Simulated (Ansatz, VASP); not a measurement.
## C in VASP and in Ansatz

INCAR

```
PREC = Accurate
ENCUT = 520
EDIFF = 1E-6
ISMEAR = -1
SIGMA = 0.05
LREAL = F
LASPH = T
NELM = 80
ALGO = Normal
ISIF = 2
LWAVE = F
LCHARG = T
LELF = T
LVHAR = T
NBANDS = 16
```

KPOINTS

```
Automatic mesh
0
Gamma
  12 12 4
```

POSCAR

```
C
1.0
    1.2280479700     -2.1270618200      0.0000000000
    1.2280479700      2.1270618200      0.0000000000
    0.0000000000      0.0000000000      7.1732677600
C
4
Direct
    0.9166205400      0.0833794600      0.7531376000
    0.4166205400      0.5833794600      0.2468624000
    0.0833794600      0.9166205400      0.2468624000
    0.5833794600      0.4166205400      0.7531376000
```

File input.yaml:

```yaml
crystal:
  lattice:
    - [1.22804797, -2.12706182, 0.0]
    - [1.22804797, 2.12706182, 0.0]
    - [0.0, 0.0, 7.17326776]
  atoms:
    - { symbol: C, position: [0.91662054, 0.08337946, 0.7531376] }
    - { symbol: C, position: [0.41662054, 0.58337946, 0.2468624] }
    - { symbol: C, position: [0.08337946, 0.91662054, 0.2468624] }
    - { symbol: C, position: [0.58337946, 0.41662054, 0.7531376] }
hamiltonian:
  xc: lda
  pseudopotentials: { kind: paw }
kpoints:
  mp_grid: { grid: [12, 12, 4] }
  band_path:
    path:
      - [[0.0, 0.0, 0.0], [0.5, 0.0, 0.0], [0.3333333333, 0.3333333333, 0.0], [0.0, 0.0, 0.0], [0.0, 0.0, 0.5], [0.5, 0.0, 0.5], [0.3333333333, 0.3333333333, 0.5], [0.0, 0.0, 0.5]]
      - [[0.5, 0.0, 0.5], [0.5, 0.0, 0.0]]
      - [[0.3333333333, 0.3333333333, 0.0], [0.3333333333, 0.3333333333, 0.5]]
    npoints: 14
scf:
  occupations: { method: fermi_dirac, width: 0.05 }
  n_extra_bands: 10
output:
  forces: true
  stress: true
  eigenvalues: true
  fatbands: true
```

Alike in both runs: functional LDA; k mesh 12 × 12 × 4; occupations fermi-dirac, width 0.05 eV; no spin polarisation.

```csv
,VASP,Ansatz
version,VASP 6.6.1,Ansatz 0.2.0
potentials or method,"VASP PAW LDA potentials, release 64 (C)",Ansatz PAW
plane-wave cutoff (eV),520,420
valence electrons in the cell,16,16
task,single point,band structure
```

VASP gave:

```
gap on the k mesh at the Fermi level (eV)                     : 0.02
least direct gap on the mesh (eV)                             : 0.02
pressure (GPa)                                                : -3.2
traceless stress, the component that is largest in VASP (GPa) : 1.84
rms of the force components (eV/Å)                            : 0.014
```

Task: Which values does Ansatz return?

Result: gap on the k mesh at the Fermi level (eV): 0.02; least direct gap on the mesh (eV): 0.02; pressure (GPa): -3.9; traceless stress, the component that is largest in VASP (GPa): 2.71; rms of the force components (eV/Å): 0.014.

LDA's correlation is that of Perdew and Zunger in VASP and of Perdew and Wang (1992) in Ansatz. Atom by atom the forces differ by 0.000 eV/Å (rms over components).
